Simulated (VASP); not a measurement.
The system is Hf.

```
CELL_PARAMETERS angstrom
-1.76815 1.76815 1.76815
1.76815 -1.76815 1.76815
1.76815 1.76815 -1.76815
ATOMIC_POSITIONS crystal
Hf 0.00000 0.00000 0.00000
```

This cell differs from its parent crystal: volume scaled by 0.94.

Base run:

```yaml
Program: VASP 6.6.1
Functional: r2SCAN
Potentials_or_basis: VASP PAW PBE potentials, release 64 (Hf_pv)
Cutoff: 550 eV
k_mesh: 10 × 10 × 10
Occupations: fermi-dirac, width 0.05 eV
Spin: no spin polarisation
```

Its results: band gap on the k mesh zero (band 5 reaches 6.32 eV, above the bottom of band 6 at 3.75 eV); pressure -0.1 GPa.

Q: The run is repeated on the same cell with these changes: functional from r2SCAN to PBE0; cutoff from 550 eV to 520 eV; k mesh from 10 × 10 × 10 to 6 × 6 × 6. What comes out?

A: Band gap on the k mesh zero (band 5 reaches 7.11 eV, above the bottom of band 6 at 3.39 eV); pressure 1.0 GPa.

Several settings changed at once, so the effect can't be laid on one alone.

Caveats: some runs use coarse meshes; the PAW data sets were made with another functional, which shifts forces and pressure a little; spin-orbit coupling is left out, which moves the levels of the heavy elements.
